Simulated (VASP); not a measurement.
# P in VASP: notebook, part 2 of 2

VASP 6.6.1. Earlier steps stand in the parts before.

## 4. Single point, r2SCAN

File POSCAR:

```
P
1.0
    3.3430000000      0.0000000000      0.0000000000
   -1.6715000000      2.8951229249      0.0000000000
    0.0000000000      0.0000000000     28.0000000000
P
2
Direct
    0.3333333333      0.6666666667      0.5327678571
    0.6666666667      0.3333333333      0.4672321429
```

File INCAR.step1:

```
SYSTEM = P
  PREC = Accurate
  ENCUT = 520
  ISMEAR = 0
  SIGMA = 0.02
  LREAL = .False.
  LASPH = .True.
  NELM = 100
  LDIPOL = .True.
  IDIPOL = 3
  DIPOL = 0.5 0.5 0.500
  NBANDS = 12
  GGA = PE
  ALGO = Normal
  EDIFF = 1E-4
  LWAVE = .True.
  LCHARG = .False.
```

File INCAR.step2:

```
SYSTEM = P
  PREC = Accurate
  ENCUT = 520
  EDIFF = 1E-7
  ISMEAR = 0
  SIGMA = 0.02
  LREAL = .False.
  LASPH = .True.
  NELM = 100
  ALGO = Normal
  ISIF = 2
  LWAVE = .False.
  LCHARG = .False.
  LDIPOL = .True.
  IDIPOL = 3
  DIPOL = 0.5 0.5 0.500
  METAGGA = R2SCAN
  LMIXTAU = .True.
  NBANDS = 12
  ISTART = 1
```

File KPOINTS:

```
regular mesh
0
Gamma
  9 9 1
  0 0 0
```

Potentials or basis: VASP PAW PBE potentials, release 64 (P).

On the command line:

```
$ cat potpaw_PBE.64/P/POTCAR > POTCAR
$ cp INCAR.step1 INCAR
$ mpirun -np 1 vasp_std > vasp.out
$ cp INCAR.step2 INCAR
$ mpirun -np 1 vasp_std > vasp.out
```

OUTCAR:

```text
SYSTEM = P
   PREC = Accurate
   ENCUT = 520
   EDIFF = 1E-7
   ISMEAR = 0
   LREAL = .False.
   LASPH = .True.
   NELM = 100
   ISIF = 2
   METAGGA = R2SCAN
   ISTART = 1

 ion  position               nearest neighbor table
   1  0.333  0.667  0.533-   2 2.66   2 2.66   2 2.66
   2  0.667  0.333  0.467-   1 2.66   1 2.66   1 2.66

  LATTYP: Found a hexagonal cell.
 ALAT       =     3.3430000000
 C/A-ratio  =     8.3757104397

  Lattice vectors:

 A1 = (   3.3430000000,   0.0000000000,   0.0000000000)
 A2 = (  -1.6715000000,   2.8951229249,   0.0000000000)
 A3 = (   0.0000000000,   0.0000000000,  28.0000000000)

Analysis of symmetry for initial positions (statically):
=====================================================================
 Subroutine PRICEL returns:
 Original cell was already a primitive cell.

 Routine SETGRP: Setting up the symmetry group for a
 hexagonal supercell.

 Subroutine GETGRP returns: Found 12 space group operations
 (whereof 12 operations were pure point group operations)
 out of a pool of 24 trial point group operations.

The static configuration has the point symmetry D_3d.

Analysis of symmetry for dynamics (positions and initial velocities):
=====================================================================
 Subroutine PRICEL returns:
 Original cell was already a primitive cell.

 Routine SETGRP: Setting up the symmetry group for a
 hexagonal supercell.

 Subroutine GETGRP returns: Found 12 space group operations
 (whereof 12 operations were pure point group operations)
 out of a pool of 24 trial point group operations.

The dynamic configuration has the point symmetry D_3d.

 Subroutine INISYM returns: Found 12 space group operations
 (whereof 12 operations are pure point group operations),
 and found     1 'primitive' translations

----------------------------------------------------------------------------------------

                                     Primitive cell

  volume of cell :     270.9951
[... 111 lines left out ...]
 maximum number of plane-waves:      7341
 NGX is ok and might be reduce to    28
   NGX = 13   NGY = 13   NGZ =105

 number of electron       9.9999999 magnetization

 dipolmoment           0.000000      0.000000     -0.000000 electrons x Angstroem

 Free energy of the ion-electron system (eV)
  ---------------------------------------------------
  ext. energy  EPLUGINS =         0.00000000
  ---------------------------------------------------
  free energy    TOTEN  =       -15.56289217 eV

  energy without entropy =      -15.56276121  energy(sigma->0) =      -15.56282669

 E-fermi :  -2.8627     XC(G=0):  -1.9660

 val. band max:       -2.8948597131   @ k =   0.3333   0.0000   0.0000
 cond. band min:      -2.8269052534   @ k =   0.3333   0.2222   0.0000
 fundamental gap:      0.0679544597
 Fermi energy:        -2.8626750056

 k-point     1 :       0.0000    0.0000    0.0000
  band No.  band energies     occupation
      1     -16.5436      2.00000
      2     -12.2557      2.00000
      3      -5.9978      2.00000
      4      -2.0792      0.00000
      5      -2.0792      0.00000
      6      -0.6669      0.00000
      7       0.0097      0.00000
      8       0.0097      0.00000
      9       1.4546      0.00000
     10       1.6564      0.00000
     11       1.7628      0.00000
     12       2.2529      0.00000
[... 151 lines left out ...]
 k-point    12 :       0.3333    0.3333    0.0000
  band No.  band energies     occupation
      1     -12.6084      2.00000
      2     -12.6084      2.00000
      3      -7.3311      2.00000
      4      -6.2133      2.00000
      5      -6.2133      2.00000
      6      -3.3244      2.00000
      7      -0.9277      0.00000
      8      -0.9277      0.00000
      9       4.1989      0.00000
     10       6.3146      0.00000
     11       6.3146      0.00000
     12       6.9037      0.00000

------------------------ aborting loop because EDIFF is reached ----------------------------------------

 vacuum level on the upper side and lower side of the slab       (xc-potential included)        -0.009        -0.009

  FORCE on cell =-STRESS in cart. coord.  units (eV):
  Direction    XX          YY          ZZ          XY          YZ          ZX
  --------------------------------------------------------------------------------------
  -------------------------------------------------------------------------------------
  Total       -2.0794994     -2.0794994     -9.0928213      0.0000000      0.0000000      0.0000000
  in kB      -12.2944177    -12.2944177    -53.7585842      0.0000000      0.0000000      0.0000000
  external PRESSURE =     -26.1158065 kB  Pullay stress =       0.0000000 kB

 VOLUME and BASIS-vectors are now :
 -----------------------------------------------------------------------------
  energy-cutoff  :      520.00
  volume of cell :      271.00
      direct lattice vectors                 reciprocal lattice vectors
     3.343000000  0.000000000  0.000000000     0.299132516  0.172704238  0.000000000
    -1.671500000  2.895122925  0.000000000     0.000000000  0.345408477  0.000000000
     0.000000000  0.000000000 28.000000000     0.000000000  0.000000000  0.035714286

 POSITION                                       TOTAL-FORCE (eV/Angst)
 -----------------------------------------------------------------------------------
     -0.00000      1.93008     14.91750         0.000000     -0.000000     -4.949878
      1.67150      0.96504     13.08250        -0.000000      0.000000      4.949878
 -----------------------------------------------------------------------------------
    total drift:                               -0.000000     -0.000000     -0.000000

  FREE ENERGIE OF THE ION-ELECTRON SYSTEM (eV)
  ---------------------------------------------------
  free  energy   TOTEN  =       -15.5628921715 eV

  energy  without entropy=      -15.5627612139  energy(sigma->0) =      -15.56282669

 vacuum level on the upper side and lower side of the slab         1.512         1.512
```

OSZICAR.step1:

```text
N       E                     dE             d eps       ncg     rms          rms(c)
DAV:   1     0.635646370363E+02    0.63565E+02   -0.28956E+03   288   0.548E+02
DAV:   2    -0.206208814552E+01   -0.65627E+02   -0.56113E+02   492   0.863E+01
DAV:   3    -0.870421067052E+01   -0.66421E+01   -0.66193E+01   404   0.378E+01
DAV:   4    -0.882317614559E+01   -0.11897E+00   -0.11882E+00   404   0.620E+00
DAV:   5    -0.882567874642E+01   -0.25026E-02   -0.25023E-02   416   0.899E-01    0.335E+00
DAV:   6    -0.875121074784E+01    0.74468E-01   -0.12917E-01   336   0.159E+00    0.176E+00
DAV:   7    -0.872979642930E+01    0.21414E-01   -0.12021E-01   408   0.153E+00    0.322E-01
DAV:   8    -0.872790218925E+01    0.18942E-02   -0.10090E-02   352   0.582E-01    0.138E-01
DAV:   9    -0.872749681495E+01    0.40537E-03   -0.94928E-04   436   0.160E-01    0.867E-02
DAV:  10    -0.872705516529E+01    0.44165E-03   -0.26464E-04   340   0.696E-02    0.235E-02
DAV:  11    -0.872689521628E+01    0.15995E-03   -0.10352E-04   372   0.395E-02    0.183E-02
DAV:  12    -0.872699315643E+01   -0.97940E-04   -0.26919E-04   324   0.601E-02
   1 F= -.87269932E+01 E0= -.87269875E+01  d E =-.113074E-04
```

Run time: 3.7 min. Hardware: 1 thread of AMD EPYC 9R45 (Zen 5), shared host; peak memory 0.39 GiB.

Results:

```yaml
Free_energy: -15.5629 eV
Largest_force: 4.950 eV/Å
Band_gap_on_the_k_mesh: zero (bands 5 and 6 overlap by 1.25 eV)
```

Forces in eV/Å, atoms in the order of the input:
```
P    0.000  0.000 -4.950
P    0.000  0.000  4.950
```

Caveat: the PAW data sets were made with another functional, which shifts forces and pressure a little.

## 5. The runs side by side

| cell | gap on the mesh (eV) | largest force (eV/Å) |
| --- | --- | --- |
| as given, atomic positions A | none | 3.64 |
| as given, atomic positions B | 2.14 | 1.67 |
| as given, atomic positions C | none | 4.95 |

Alike in all rows: task single point; level r2SCAN; potentials or basis VASP PAW PBE potentials, release 64 (P); no spin polarisation; k mesh 9 × 9 × 1; cutoff (eV) 520; smearing gaussian 0.02 eV.

Caveats: the PAW data sets were made with another functional, which shifts forces and pressure a little.

Total energies depend on the potentials used, so only differences within one code and one set of settings carry meaning.
